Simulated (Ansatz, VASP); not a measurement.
## Two plane-wave programs on Ti

```
Ti
1.0
    -2.49698    2.49698    1.40188
     2.49698   -2.49698    1.40188
     2.49698    2.49698   -1.40188
Ti
2
Direct
  0.62500 0.87500 0.75000
  0.37500 0.12500 0.25000
```

Alike in both runs: functional PBE; k mesh 15 × 15 × 15; occupations fermi-dirac, width 0.1 eV; no spin polarisation.

Ansatz relaxed the structure, and its values are those at the end. VASP's run is a single point on that final structure, the one shown.

|  | VASP | Ansatz |
| --- | --- | --- |
| version | VASP 6.6.1 | Ansatz 0.2.0 |
| potentials or method | VASP PAW PBE potentials, release 64 (Ti_sv) | PAW with Ansatz's default frozen-core files, scalar-relativistic |
| plane-wave cutoff (eV) | 520 | 420 |
| valence electrons in the cell | 24 | 24 |

VASP gave:

* pressure (GPa): -0.1

**Question.** Estimate Ansatz's values.

**Answer.** Pressure (GPa): 0.0.
